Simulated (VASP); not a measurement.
A run of VASP 6.6.1 is set up as follows.

INCAR

```
ALGO = Fast
EDIFF = 1E-6
ENCUT = 520
ISIF = 2
ISMEAR = 0
LASPH = True
LCHARG = False
LREAL = False
LWAVE = False
NBANDS = 14
NELM = 100
PREC = Accurate
SIGMA = 0.15
```

File KPOINTS:

```
k-points
0
Gamma
  16 16 16
```

File POSCAR:

```
TiAl
1.0
    2.9247388800      0.0000000000      0.0000000000
    0.0000000000      2.9247388800      0.0000000000
    0.0000000000      0.0000000000      3.3062265600
Ti Al
1 1
Direct
    0.0000000000      0.0000000000      0.0000000000
    0.5000000000      0.5000000000      0.5000000000
```

Potentials or basis: VASP PAW LDA potentials, release 64 (Ti_sv, Al).

The run is started by

```bash
$ cat potpaw_LDA.64/Ti_sv/POTCAR potpaw_LDA.64/Al/POTCAR > POTCAR
$ mpirun -np 1 vasp_std > vasp.out
```

Predict the band gap on the k mesh.

zero (an odd number of electrons rules out a gap without spin polarisation).

What does it give for the pressure?

11.3 GPa.

Stress tensor (GPa, compression positive):
```
 8.04  0.00  0.00
 0.00  8.04  0.00
 0.00  0.00 17.80
```

Caveat: the cell differs from its parent crystal (strain -0.080 along x and y, +0.040 along z); the stress differs along the axes, from 8 to 18 GPa.
